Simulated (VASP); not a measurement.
# KCl (Fm-3m) in VASP: further runs, part 3 of 3

VASP 6.6.1. The steps go on from the part before.

**6. Electric field gradients, PBEsol (33.32 Å³/atom)**

This run uses another cell than the first one, of 33.32 Å³/atom.

INCAR reads:

```
SYSTEM = KCl
PREC = Accurate
ENCUT = 520
EDIFF = 1E-8
ISMEAR = -1
SIGMA = 0.03
LREAL = .False.
LASPH = .True.
NELM = 60
ALGO = Normal
ISIF = 2
LWAVE = .False.
LCHARG = .False.
GGA = PS
LEFG = .True.
NBANDS = 15
```

KPOINTS reads:

```
Automatic mesh
0
Gamma
  7 7 7
  0 0 0
```

POSCAR reads:

```
KCl
1.0
    0.0000000000      3.2180000288      3.2180000288
    3.2180000288      0.0000000000      3.2180000288
    3.2180000288      3.2180000288      0.0000000000
K Cl
1 1
Direct
    0.0000000000      0.0000000000      0.0000000000
    0.5000000000      0.5000000000      0.5000000000
```

Potentials or basis: VASP PAW PBE potentials, release 64 (K_sv, Cl).

Launch:

```sh
$ cat potpaw_PBE.64/K_sv/POTCAR potpaw_PBE.64/Cl/POTCAR > POTCAR
$ mpirun -np 1 vasp_std > vasp.out
```

OUTCAR:

```text
SYSTEM = KCl
   PREC = Accurate
   ENCUT = 520
   EDIFF = 1E-8
   ISMEAR = -1
   LREAL = .False.
   LASPH = .True.
   NELM = 60
   ISIF = 2
   GGA = PS

 ion  position               nearest neighbor table
   1  0.000  0.000  0.000-   2 3.22   2 3.22   2 3.22   2 3.22   2 3.22   2 3.22
   2  0.500  0.500  0.500-   1 3.22   1 3.22   1 3.22   1 3.22   1 3.22   1 3.22

  LATTYP: Found a face centered cubic cell.
 ALAT       =     6.4360000576

  Lattice vectors:

 A1 = (   0.0000000000,   3.2180000288,   3.2180000288)
 A2 = (   3.2180000288,   0.0000000000,   3.2180000288)
 A3 = (   3.2180000288,   3.2180000288,   0.0000000000)

Analysis of symmetry for initial positions (statically):
=====================================================================
 Subroutine PRICEL returns:
 Original cell was already a primitive cell.

 Routine SETGRP: Setting up the symmetry group for a
 face centered cubic supercell.

 Subroutine GETGRP returns: Found 48 space group operations
 (whereof 48 operations were pure point group operations)
 out of a pool of 48 trial point group operations.

The static configuration has the point symmetry O_h .

Analysis of symmetry for dynamics (positions and initial velocities):
=====================================================================
 Subroutine PRICEL returns:
 Original cell was already a primitive cell.

 Routine SETGRP: Setting up the symmetry group for a
 face centered cubic supercell.

 Subroutine GETGRP returns: Found 48 space group operations
 (whereof 48 operations were pure point group operations)
 out of a pool of 48 trial point group operations.

[... 498 lines left out ...]
      5     -12.8173      2.00000
      6      -2.6911      2.00000
      7      -2.6349      2.00000
      8      -2.4886      2.00000
      9       5.3690      0.00000
     10       6.0098      0.00000
     11       6.9468      0.00000
     12       7.3946      0.00000
     13       8.9512      0.00000
     14       8.9806      0.00000
     15       9.7084      0.00000

------------------------ aborting loop because EDIFF is reached ----------------------------------------

  FORCE on cell =-STRESS in cart. coord.  units (eV):
  Direction    XX          YY          ZZ          XY          YZ          ZX
  --------------------------------------------------------------------------------------
  -------------------------------------------------------------------------------------
  Total       -0.5477464     -0.5477464     -0.5477464      0.0000000      0.0000000     -0.0000000
  in kB      -13.1674603    -13.1674603    -13.1674603      0.0000000      0.0000000     -0.0000000
  external PRESSURE =     -13.1674603 kB  Pullay stress =       0.0000000 kB

 VOLUME and BASIS-vectors are now :
 -----------------------------------------------------------------------------
  energy-cutoff  :      520.00
  volume of cell :       66.65
      direct lattice vectors                 reciprocal lattice vectors
     0.000000000  3.218000029  3.218000029    -0.155376009  0.155376009  0.155376009
     3.218000029  0.000000000  3.218000029     0.155376009 -0.155376009  0.155376009
     3.218000029  3.218000029  0.000000000     0.155376009  0.155376009 -0.155376009

 POSITION                                       TOTAL-FORCE (eV/Angst)
 -----------------------------------------------------------------------------------
      0.00000      0.00000      0.00000        -0.000000     -0.000000     -0.000000
      3.21800      3.21800      3.21800         0.000000      0.000000      0.000000
 -----------------------------------------------------------------------------------
    total drift:                                0.000000      0.000000      0.000000

  FREE ENERGIE OF THE ION-ELECTRON SYSTEM (eV)
  ---------------------------------------------------
  free  energy   TOTEN  =        -6.9992536753 eV

  energy  without entropy=       -6.9992536753  energy(sigma->0) =       -6.99925368

 Electric field gradients (V/A^2)
---------------------------------------------------------------------
 ion       V_xx      V_yy      V_zz      V_xy      V_xz      V_yz
---------------------------------------------------------------------
   1      -0.000    -0.000    -0.000    -0.000    -0.000    -0.000
   2      -0.000    -0.000    -0.000    -0.000    -0.000    -0.000
---------------------------------------------------------------------

 Electric field gradients after diagonalization (V/A^2)
 (convention: |V_zz| > |V_xx| > |V_yy|)
----------------------------------------------------------------------
 ion       V_xx      V_yy      V_zz     asymmetry (V_yy - V_xx)/ V_zz
----------------------------------------------------------------------
   1       0.000     0.000    -0.001       0.000
   2       0.000     0.000    -0.001       0.000
----------------------------------------------------------------------

           NMR quadrupolar parameters

 Cq : quadrupolar parameter    Cq=e*Q*V_zz/h
 eta: asymmetry parameters     (V_yy - V_xx)/ V_zz
 Q  : nuclear electric quadrupole moment in mb (millibarn)
----------------------------------------------------------------------
 ion       Cq(MHz)       eta       Q (mb)
----------------------------------------------------------------------
   1      -0.000       0.000       1.000
   2      -0.000       0.000       1.000
----------------------------------------------------------------------
```

OSZICAR:

```text
N       E                     dE             d eps       ncg     rms          rms(c)
DAV:   1     0.101199445629E+03    0.10120E+03   -0.70347E+03   600   0.945E+02
DAV:   2    -0.831977033361E+00   -0.10203E+03   -0.93250E+02   775   0.232E+02
DAV:   3    -0.703052437854E+01   -0.61985E+01   -0.61680E+01   824   0.519E+01
DAV:   4    -0.726417630053E+01   -0.23365E+00   -0.23358E+00   909   0.920E+00
DAV:   5    -0.726631429587E+01   -0.21380E-02   -0.21379E-02   853   0.979E-01    0.292E+00
DAV:   6    -0.700223016158E+01    0.26408E+00   -0.37456E-01   768   0.313E+00    0.237E+00
DAV:   7    -0.698688858277E+01    0.15342E-01   -0.82483E-02   796   0.166E+00    0.141E+00
DAV:   8    -0.699797527680E+01   -0.11087E-01   -0.16562E-02   827   0.928E-01    0.204E-01
DAV:   9    -0.699860522728E+01   -0.62995E-03   -0.99647E-04   747   0.196E-01    0.985E-02
DAV:  10    -0.699923794055E+01   -0.63271E-03   -0.62407E-04   628   0.154E-01    0.240E-02
DAV:  11    -0.699925003675E+01   -0.12096E-04   -0.30262E-05   876   0.327E-02    0.183E-02
DAV:  12    -0.699925373129E+01   -0.36945E-05   -0.12090E-05   677   0.178E-02    0.779E-03
DAV:  13    -0.699925367008E+01    0.61213E-07   -0.10330E-06   726   0.645E-03    0.599E-04
DAV:  14    -0.699925367527E+01   -0.51882E-08   -0.89438E-08   754   0.187E-03
   1 F= -.69992537E+01 E0= -.69992537E+01  d E =-.132275E-11
```

Wall time 23 s (1 thread of Intel Xeon Platinum 8259CL at 2.50GHz (Skylake/Cascade Lake), shared host); peak memory 0.2 GiB.

Results:

- Free energy: -6.9993 eV
- Pressure: -1.3 GPa
- Band gap on the k mesh: 4.82 eV
- Largest electric field gradient by atom: under 0.05 V/Å² on every atom

Levels at points of the mesh, in eV from the valence-band top:
```csv
k point,band 4,band 5,band 6,band 7,band 8,band 9,band 10,band 11,band 12,band 13
"(0.00, 0.00, 0.00)",-10.74,-10.74,0.00,0.00,0.00,4.82,8.26,8.26,8.26,9.10
```

Caveat: the PAW data sets were made with another functional, which shifts forces and pressure a little; an odd mesh through Γ misses points on the zone boundary, where band edges can lie.

**7. Summary**

| cell | gap on the mesh (eV) | pressure (GPa) |
| --- | --- | --- |
| a = 4.478 Å, angles 60.0°, 2 atoms | 4.96 | -0.7 |
| a = 4.493 Å, angles 60.0°, 2 atoms | 4.93 | -0.8 |
| a = 4.522 Å, angles 60.0°, 2 atoms | 4.88 | -1.1 |
| a = 4.551 Å, angles 60.0°, 2 atoms | 4.82 | -1.3 |

Alike in all rows: task electric field gradients; level PBEsol; potentials or basis VASP PAW PBE potentials, release 64 (K_sv, Cl); no spin polarisation; k mesh 7 × 7 × 7; cutoff (eV) 520; smearing fermi-dirac 0.03 eV.

Caveats: the PAW data sets were made with another functional, which shifts forces and pressure a little; an odd mesh through Γ misses points on the zone boundary, where band edges can lie.

Total energies depend on the potentials used, so only differences within one code and one set of settings carry meaning.
